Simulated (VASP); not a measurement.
# CdS (Greenockite) (P6_3mc) in VASP: a series of runs

The runs below take CdS (Greenockite) through relaxation of cell and atoms, single point, with PBEsol, LDA, r2SCAN.

Everything below comes from runs of VASP 6.6.1. Logs are shortened: lines on timing, memory, paths and dates and some standing lists are left out, and cuts for length are marked.

**1. The cell of the first run**

The structure is hexagonal, space group P6_3mc (No. 186). Conventional cell: a = 4.150 Å, b = 4.150 Å, c = 6.737 Å, α = 90.00°, β = 90.00°, γ = 120.00°. Within 3.3 Å of Cd (site symmetry 3m) lie 4 S at 2.53 to 2.54 Å. S (site symmetry 3m) has 4 Cd at 2.53 to 2.54 Å within 3.3 Å.

**2. Relaxation of cell and atoms, PBEsol**

Input file INCAR:

```
SYSTEM = CdS
ALGO = Normal
EDIFF = 1E-6
EDIFFG = -0.01
ENCUT = 600
GGA = PS
IBRION = 2
ISIF = 3
ISMEAR = -1
LASPH = .True.
LCHARG = .False.
LREAL = .False.
LWAVE = .False.
NELM = 60
NSW = 80
PREC = Accurate
SIGMA = 0.02
```

Input file KPOINTS:

```
k-points
0
Gamma
  6 6 4
  0 0 0
```

Input file POSCAR:

```
CdS
1.0
    4.1500000000      0.0000000000      0.0000000000
   -2.0750000000      3.5940054300      0.0000000000
    0.0000000000      0.0000000000      6.7370000000
Cd S
2 2
Direct
    0.3333333300      0.6666666700      0.0000000000
    0.6666666700      0.3333333300      0.5000000000
    0.3333333300      0.6666666700      0.3750000000
    0.6666666700      0.3333333300      0.8750000000
```

Potentials or basis: VASP PAW PBE potentials, release 64 (Cd, S).

On the command line:

```sh
$ cat potpaw_PBE.64/Cd/POTCAR potpaw_PBE.64/S/POTCAR > POTCAR
$ mpirun -np 1 vasp_std > vasp.out
```

OUTCAR:

```text
SYSTEM = CdS
   EDIFF = 1E-6
   EDIFFG = -0.01
   ENCUT = 600
   GGA = PS
   IBRION = 2
   ISIF = 3
   ISMEAR = -1
   LASPH = .True.
   LREAL = .False.
   NELM = 60
   NSW = 80
   PREC = Accurate

 ion  position               nearest neighbor table
   1  0.333  0.667  0.000-   3 2.53   4 2.54   4 2.54   4 2.54
   2  0.667  0.333  0.500-   4 2.53   3 2.54   3 2.54   3 2.54
   3  0.333  0.667  0.375-   1 2.53   2 2.54   2 2.54   2 2.54
   4  0.667  0.333  0.875-   2 2.53   1 2.54   1 2.54   1 2.54

  LATTYP: Found a hexagonal cell.
 ALAT       =     4.1500000000
 C/A-ratio  =     1.6233734940

  Lattice vectors:

 A1 = (   4.1500000000,   0.0000000000,   0.0000000000)
 A2 = (  -2.0750000000,   3.5940054300,   0.0000000000)
 A3 = (   0.0000000000,   0.0000000000,   6.7370000000)

Analysis of symmetry for initial positions (statically):
=====================================================================
 Subroutine PRICEL returns:
 Original cell was already a primitive cell.

 Routine SETGRP: Setting up the symmetry group for a
 hexagonal supercell.

 Subroutine GETGRP returns: Found 12 space group operations
 (whereof  6 operations were pure point group operations)
 out of a pool of 24 trial point group operations.

The static configuration has the point symmetry C_3v.
 The point group associated with its full space group is C_6v.

Analysis of symmetry for dynamics (positions and initial velocities):
=====================================================================
 Subroutine PRICEL returns:
 Original cell was already a primitive cell.

 Routine SETGRP: Setting up the symmetry group for a
 hexagonal supercell.

 Subroutine GETGRP returns: Found 12 space group operations
 (whereof  6 operations were pure point group operations)
 out of a pool of 24 trial point group operations.

The dynamic configuration has the point symmetry C_3v.
 The point group associated with its full space group is C_6v.

 Subroutine INISYM returns: Found 12 space group operations
 (whereof  6 operations are pure point group operations),
 and found     1 'primitive' translations

----------------------------------------------------------------------------------------

                                     Primitive cell

  volume of cell :     100.4832

  direct lattice vectors                    reciprocal lattice vectors
     4.150000000  0.000000000  0.000000000     0.240963855  0.139120547  0.000000000
    -2.075000000  3.594005430  0.000000000     0.000000000  0.278241093  0.000000000
     0.000000000  0.000000000  6.737000000     0.000000000  0.000000000  0.148434021

  length of vectors
     4.150000000  4.150000004  6.737000000     0.278241094  0.278241093  0.148434021

  position of ions in fractional coordinates (direct lattice)
     0.333333330  0.666666670  0.000000000
     0.666666670  0.333333330  0.500000000
     0.333333330  0.666666670  0.375000000
     0.666666670  0.333333330  0.875000000

  ion indices of the primitive-cell ions
   primitive index   ion index
                 1           1
                 2           2
                 3           3
                 4           4

----------------------------------------------------------------------------------------

 KPOINTS: k-points

Automatic generation of k-mesh.
 Grid dimensions read from file:
 generate k-points for:    6    6    4

 Generating k-lattice:

  Cartesian coordinates                     Fractional coordinates (reciprocal lattice)
     0.040160643  0.023186758  0.000000000     0.166666667 -0.000000000  0.000000000
     0.000000000  0.046373516  0.000000000     0.000000000  0.166666667  0.000000000
     0.000000000  0.000000000  0.037108505     0.000000000  0.000000000  0.250000000

  Length of vectors
     0.046373516  0.046373516  0.037108505

  Shift w.r.t. Gamma in fractional coordinates (k-lattice)
     0.000000000  0.000000000  0.000000000

 Subroutine IBZKPT returns following result:
 ===========================================

 Found     21 irreducible k-points:

 Following reciprocal coordinates:
            Coordinates               Weight
  0.000000  0.000000  0.000000      1.000000
  0.166667  0.000000  0.000000      6.000000
  0.333333  0.000000  0.000000      6.000000
  0.500000  0.000000  0.000000      3.000000
  0.166667  0.166667  0.000000      6.000000
  0.333333  0.166667  0.000000     12.000000
[... 13 lines left out ...]
  0.333333  0.166667  0.500000     12.000000
  0.333333  0.333333  0.500000      2.000000
   k-points           NKPTS =     21   k-points in BZ     NKDIM =     21   number of bands    NBANDS=     22
   number of dos      NEDOS =    301   number of ions     NIONS =      4
   total plane-waves  NPLWV =  69984
   dimension x,y,z NGX =    36 NGY =   36 NGZ =   54
   dimension x,y,z NGXF=    72 NGYF=   72 NGZF=  108
   ions per type =               2   2
   NGX,Y,Z   is equivalent  to a cutoff of  14.42, 14.42, 13.33 a.u.
[... 24 lines left out ...]
   EMIN   =  10.00;   EMAX   =-10.00  energy-range for DOS
   EFERMI =   0.00;   METHOD = LEGACY
   ISMEAR =    -1;   SIGMA  =   0.02  broadening in eV -4-tet -1-fermi 0-gaus
   EFERMI_NEDOS =   21; number of points for ismear=-14 and -15
   IALGO  =     38    algorithm
   IMIX   =      4    mixing-type and parameters
     AMIX     =   0.40;   BMIX     =  1.00
     AMIX_MAG =   1.60;   BMIX_MAG =  1.00
  volume/ion in A,a.u.               =      25.12       169.52
  Fermi-wavevector in a.u.,A,eV,Ry     =   1.162727  2.197236 18.394190  1.351935
  Thomas-Fermi vector in A             =   2.299285
   LORBIT       =      0    0 simple, 1 ext, 2 COOP (PROOUT), +10 PAW based schemes
   GGA     = PS    functional components
   LHFCALC =     F    Hartree Fock is set to
   AEXX    =    0.0000 exact exchange contribution
   IVDW    =     0    specifies the selected vdW correction
   LEPSILON=     F    determine dielectric tensor
   LRPA    =     F    only Hartree local field effects (RPA)
 conjugate gradient relaxation of ions
 non-spin polarized calculation
  energy-cutoff  :      600.00
  volume of cell :      100.48
 maximum number of plane-waves:      3378
 NGX is ok and might be reduce to    36
   NGX = 17   NGY = 17   NGZ = 27

--------------------------------------- Ionic step        1  -------------------------------------------

 number of electron      36.0000008 magnetization

 Free energy of the ion-electron system (eV)
  ---------------------------------------------------
  ext. energy  EPLUGINS =         0.00000000
  ---------------------------------------------------
  free energy    TOTEN  =       -13.62860376 eV

  energy without entropy =      -13.62860376  energy(sigma->0) =      -13.62860376

------------------------ aborting loop because EDIFF is reached ----------------------------------------

  FORCE on cell =-STRESS in cart. coord.  units (eV):
  Direction    XX          YY          ZZ          XY          YZ          ZX
  --------------------------------------------------------------------------------------
  -------------------------------------------------------------------------------------
  Total       -0.4440684     -0.4440684     -0.0844012      0.0000000      0.0000000      0.0000000
  in kB       -7.0805520     -7.0805520     -1.3457552      0.0000000      0.0000000      0.0000000
  external PRESSURE =      -5.1689530 kB  Pullay stress =       0.0000000 kB

 VOLUME and BASIS-vectors are now :
 -----------------------------------------------------------------------------
  energy-cutoff  :      600.00
  volume of cell :      100.48
      direct lattice vectors                 reciprocal lattice vectors
     4.150000000  0.000000000  0.000000000     0.240963855  0.139120547  0.000000000
    -2.075000000  3.594005430  0.000000000     0.000000000  0.278241093  0.000000000
     0.000000000  0.000000000  6.737000000     0.000000000  0.000000000  0.148434021
[... 39 lines left out ...]
 POSITION                                       TOTAL-FORCE (eV/Angst)
 -----------------------------------------------------------------------------------
     -0.00000      2.38317      6.72697        -0.000000     -0.000000     -0.002339
      2.06389      1.19159      3.36190        -0.000000      0.000000     -0.002339
     -0.00000      2.38317      2.52698         0.000000     -0.000000      0.002339
      2.06389      1.19159      5.89205        -0.000000      0.000000      0.002339
 -----------------------------------------------------------------------------------
    total drift:                               -0.000015      0.000008     -0.000424

  FREE ENERGIE OF THE ION-ELECTRON SYSTEM (eV)
  ---------------------------------------------------
  free  energy   TOTEN  =       -13.6316754555 eV

  energy  without entropy=      -13.6316754555  energy(sigma->0) =      -13.63167546

--------------------------------------- Ionic step        3  -------------------------------------------

 number of electron      36.0000004 magnetization

 Free energy of the ion-electron system (eV)
  ---------------------------------------------------
  ext. energy  EPLUGINS =         0.00000000
  ---------------------------------------------------
  free energy    TOTEN  =       -13.63170173 eV

  energy without entropy =      -13.63170173  energy(sigma->0) =      -13.63170173

 E-fermi :   1.6532     XC(G=0):  -9.3623

 val. band max:        1.1996878991   @ k =   0.0000   0.0000   0.0000
 cond. band min:       2.2796112360   @ k =   0.0000   0.0000   0.0000
 fundamental gap:      1.0799233369
 Fermi energy:         1.6531829793

 k-point     1 :       0.0000    0.0000    0.0000
  band No.  band energies     occupation
      1     -11.1804      2.00000
      2     -10.7371      2.00000
      3      -6.5095      2.00000
      4      -6.4987      2.00000
      5      -6.4987      2.00000
      6      -6.4132      2.00000
[... 14 lines left out ...]
     21       7.5832      0.00000
     22       7.5832      0.00000
[... 520 lines left out ...]
 POSITION                                       TOTAL-FORCE (eV/Angst)
 -----------------------------------------------------------------------------------
     -0.00000      2.38410      6.72769        -0.000000     -0.000000     -0.007126
      2.06469      1.19205      3.36237        -0.000000     -0.000000     -0.007126
     -0.00000      2.38410      2.52693         0.000000      0.000000      0.007126
      2.06469      1.19205      5.89225        -0.000000      0.000000      0.007126
 -----------------------------------------------------------------------------------
    total drift:                               -0.000015      0.000008     -0.000776

  FREE ENERGIE OF THE ION-ELECTRON SYSTEM (eV)
  ---------------------------------------------------
  free  energy   TOTEN  =       -13.6317017343 eV

  energy  without entropy=      -13.6317017343  energy(sigma->0) =      -13.63170173

 reached required accuracy - stopping structural energy minimisation
```

Run time: 2 min. Hardware: 1 thread of Intel Xeon 6975P-C, shared host; peak memory 0.28 GiB.

What came out:

```
Free energy                            : -13.6317 eV
Relaxed volume                         : 24.85 Å³/atom
Relaxed cell                           : a = 4.129 Å, b = 4.129 Å, c = 6.731 Å, α = 90.00°, β = 90.00°, γ = 120.00°
Space group after relaxing (to 0.05 Å) : P6_3mc (No. 186)
Energy gained by relaxing              : 0.8 meV/atom
Ionic steps                            : 3
Pressure after relaxing                : 0.0 GPa
Largest force after relaxing           : 0.007 eV/Å
Band gap on the k mesh                 : 1.08 eV, direct
```

Forces on the atoms (eV/Å):
```
Cd   0.000  0.000 -0.007
Cd   0.000  0.000 -0.007
S    0.000  0.000  0.007
S    0.000  0.000  0.007
```

The path:
```
step  energy change (eV)  largest force (eV/Å)  pressure (GPa)  volume (Å³)
   1              0.0000                0.0659           -0.52       100.48
   2             -0.0031                0.0023            0.08        99.31
   3             -0.0031                0.0071            0.00        99.39
```

Final structure:
```xyz
4
Lattice="4.1294 0.0000 0.0000 -2.0647 3.5762 0.0000 0.0000 0.0000 6.7306" Properties=species:S:1:pos:R:3 pbc="T T T"
Cd    0.0000    2.3841    6.7277
Cd    2.0647    1.1921    3.3624
S     0.0000    2.3841    2.5269
S     2.0647    1.1921    5.8923
```

Levels at points of the mesh, in eV from the valence-band top:
```csv
k point,band 16,band 17,band 18,band 19,band 20,band 21
"(0.00, 0.00, 0.00)",-0.05,0.00,0.00,1.08,2.69,6.38
"(0.50, 0.00, 0.00)",-1.91,-1.34,-0.77,3.62,3.77,4.96
"(0.00, 0.00, 0.50)",-0.40,-0.40,-0.40,2.75,2.75,6.06
"(0.50, 0.00, 0.50)",-1.37,-1.37,-1.37,3.35,3.35,5.27
```

Caveat: the PAW data sets were made with another functional, which shifts forces and pressure a little. As with any semilocal functional, this PBEsol gap is likely too small.

**3. Relaxation of cell and atoms, LDA**

Input file INCAR:

```
SYSTEM = CdS
ALGO     = Normal         ! electronic algorithm
EDIFF    = 1E-6           ! SCF threshold, eV
EDIFFG   = -0.01          ! ionic threshold
ENCUT    = 600            ! plane-wave cutoff, eV
IBRION   = 2              ! ionic algorithm
ISIF     = 3              ! what is computed and relaxed
ISMEAR   = -1             ! smearing method
LASPH    = .TRUE.         ! aspherical terms in the spheres
LCHARG   = .FALSE.        ! write CHGCAR
LREAL    = .FALSE.        ! projectors in reciprocal space
LWAVE    = .FALSE.        ! write WAVECAR
NELM     = 80             ! most SCF steps
NSW      = 80             ! ionic steps
PREC     = Accurate       ! precision mode
SIGMA    = 0.02           ! smearing width, eV
```

Input file KPOINTS:

```
k-points
0
G
  6 6 4
  0 0 0
```

POSCAR is that of step 2.

Potentials or basis: VASP PAW LDA potentials, release 64 (Cd, S).

On the command line:

```sh
$ cat potpaw_LDA.64/Cd/POTCAR potpaw_LDA.64/S/POTCAR > POTCAR
$ mpirun -np 1 vasp_std > vasp.out
```

Wall time 3.3 min (1 thread of Intel Xeon 6975P-C, shared host); peak memory 0.24 GiB.

The run converged. Its results:

```
Free energy                            : -14.8174 eV
Relaxed volume                         : 24.04 Å³/atom
Relaxed cell                           : a = 4.084 Å, b = 4.084 Å, c = 6.657 Å, α = 90.00°, β = 90.00°, γ = 120.00°
Space group after relaxing (to 0.05 Å) : P6_3mc (No. 186)
Energy gained by relaxing              : 9.8 meV/atom
Ionic steps                            : 6
Pressure after relaxing                : 0.0 GPa
Largest force after relaxing           : 0.004 eV/Å
Band gap on the k mesh                 : 1.04 eV, direct
```

Forces in eV/Å, atoms in the order of the input:
```
Cd   0.000  0.000 -0.004
Cd   0.000  0.000 -0.004
S    0.000  0.000  0.004
S    0.000  0.000  0.004
```

Step by step:
```
step  energy change (eV)  largest force (eV/Å)  pressure (GPa)  volume (Å³)
   1              0.0000                0.0626           -2.70       100.48
   2             -0.0329                0.0034            1.24        94.46
   3             -0.0392                0.0190            0.01        96.11
   4             -0.0392                0.0179            0.08        96.02
   5             -0.0392                0.0001           -0.06        96.18
   6             -0.0392                0.0044           -0.01        96.14
```

Final structure:
```cif
data_structure
_symmetry_space_group_name_H-M 'P 1'
_symmetry_Int_Tables_number 1
_cell_length_a 4.0838
_cell_length_b 4.0838
_cell_length_c 6.6568
_cell_angle_alpha 90.000
_cell_angle_beta 90.000
_cell_angle_gamma 120.000
_cell_volume 96.14
loop_
_atom_site_label
_atom_site_type_symbol
_atom_site_fract_x
_atom_site_fract_y
_atom_site_fract_z
_atom_site_occupancy
Cd1 Cd 0.33333 0.66667 0.99958 1
Cd2 Cd 0.66667 0.33333 0.49958 1
S1 S 0.33333 0.66667 0.37542 1
S2 S 0.66667 0.33333 0.87542 1
```

Levels at points of the mesh, in eV from the valence-band top:
| k point | band 14 | band 15 | band 16 | band 17 | band 18 | band 19 | band 20 | band 21 | band 22 |
| --- | --- | --- | --- | --- | --- | --- | --- | --- | --- |
| (0.00, 0.00, 0.00) | -0.83 | -0.83 | -0.06 | 0.00 | 0.00 | 1.04 | 2.63 | 6.29 | 6.29 |
| (0.50, 0.00, 0.00) | -3.77 | -2.89 | -2.04 | -1.44 | -0.82 | 3.60 | 3.67 | 4.87 | 6.32 |
| (0.00, 0.00, 0.50) | -2.64 | -0.43 | -0.43 | -0.43 | -0.43 | 2.71 | 2.71 | 6.01 | 6.01 |
| (0.50, 0.00, 0.50) | -4.43 | -1.47 | -1.47 | -1.46 | -1.46 | 3.26 | 3.26 | 5.21 | 5.21 |

**4. Single point, r2SCAN**

This run uses another cell than the first one, of 23.89 Å³/atom, 0.951 times its volume.

Input file POSCAR:

```
CdS
1.0
    4.0799693321      0.0000000029      0.0000000000
   -2.0399846685      3.5333570868      0.0000000000
    0.0000000000      0.0000000000      6.6289458000
Cd S
2 2
Direct
    0.3333333333      0.6666666667     -0.0009654500
    0.6666666667      0.3333333333      0.4990345500
    0.3333333333      0.6666666667      0.3759654500
    0.6666666667      0.3333333333      0.8759654500
```

Input file INCAR.step1:

```
SYSTEM = CdS
ALGO = Normal ; EDIFF = 1E-4
ENCUT = 520 ; GGA = PE
ISMEAR = -1 ; LASPH = .TRUE.
LCHARG = .FALSE. ; LREAL = .FALSE.
LWAVE = .TRUE. ; NBANDS = 26
NELM = 80 ; PREC = Accurate
SIGMA = 0.02
```

Input file INCAR.step2:

```
SYSTEM = CdS
ALGO = Normal ; EDIFF = 1E-6
ENCUT = 520 ; ISIF = 2
ISMEAR = -1 ; ISTART = 1
LASPH = .TRUE. ; LCHARG = .TRUE.
LELF = .TRUE. ; LMIXTAU = .TRUE.
LREAL = .FALSE. ; LVHAR = .TRUE.
LWAVE = .FALSE. ; METAGGA = R2SCAN
NBANDS = 26 ; NELM = 80
PREC = Accurate ; SIGMA = 0.02
```

Input file KPOINTS:

```
k-points
0
G
  12 12 4
  0 0 0
```

Potentials or basis: VASP PAW PBE potentials, release 64 (Cd, S).

On the command line:

```sh
$ cat potpaw_PBE.64/Cd/POTCAR potpaw_PBE.64/S/POTCAR > POTCAR
$ cp INCAR.step1 INCAR
$ mpirun -np 1 vasp_std > vasp.out
$ cp INCAR.step2 INCAR
$ mpirun -np 1 vasp_std > vasp.out
```

Wall time 8.2 min (1 thread of Intel Xeon 6975P-C, shared host); peak memory 0.29 GiB.

The run converged. Its results:

```
Free energy            : -59.2928 eV
Pressure               : 4.6 GPa
Largest force          : 0.004 eV/Å
Band gap on the k mesh : 1.78 eV, direct
```

Forces on the atoms (eV/Å):
```
Cd   0.000  0.000  0.004
Cd   0.000  0.000  0.004
S    0.000  0.000 -0.004
S    0.000  0.000 -0.004
```

Levels at points of the mesh, in eV from the valence-band top:
```csv
k point,band 14,band 15,band 16,band 17,band 18,band 19,band 20,band 21,band 22,band 23
"(0.00, 0.00, 0.00)",-0.83,-0.83,-0.05,0.00,0.00,1.78,3.30,6.97,6.97,7.32
"(0.50, 0.00, 0.00)",-3.73,-2.88,-2.08,-1.42,-0.84,4.24,4.29,5.40,7.08,7.51
"(0.00, 0.00, 0.50)",-2.56,-0.43,-0.43,-0.43,-0.43,3.41,3.41,6.70,6.70,7.32
"(0.50, 0.00, 0.50)",-4.40,-1.49,-1.49,-1.45,-1.45,3.90,3.90,5.82,5.82,8.54
```

Caveat: the PAW data sets were made with another functional, which shifts forces and pressure a little. r2SCAN opens gaps a little over a GGA but as a rule still falls short of measured ones.

**5. Overview**

| task | level | potentials or basis | cell | k mesh | cutoff (eV) | gap on the mesh (eV) | pressure (GPa) | relaxed volume (Å³/atom) |
| --- | --- | --- | --- | --- | --- | --- | --- | --- |
| relaxation of cell and atoms | PBEsol | VASP PAW PBE potentials, release 64 (Cd, S) | relaxed from a = 4.150, b = 4.150, c = 6.737 Å, angles 90.0, 90.0, 120.0°, 4 atoms | 6 × 6 × 4 | 600 | 1.08 | 0.0 | 24.85 |
| relaxation of cell and atoms | LDA | VASP PAW LDA potentials, release 64 (Cd, S) | relaxed from a = 4.150, b = 4.150, c = 6.737 Å, angles 90.0, 90.0, 120.0°, 4 atoms | 6 × 6 × 4 | 600 | 1.04 | 0.0 | 24.04 |
| single point | r2SCAN | VASP PAW PBE potentials, release 64 (Cd, S) | a = 4.080, b = 4.080, c = 6.629 Å, angles 90.0, 90.0, 120.0°, 4 atoms | 12 × 12 × 4 | 520 | 1.78 | 4.6 | - |

Alike in all rows: no spin polarisation; smearing fermi-dirac 0.02 eV.

Caveats: the PAW data sets were made with another functional, which shifts forces and pressure a little (some runs).

Total energies depend on the potentials used, so only differences within one code and one set of settings carry meaning.
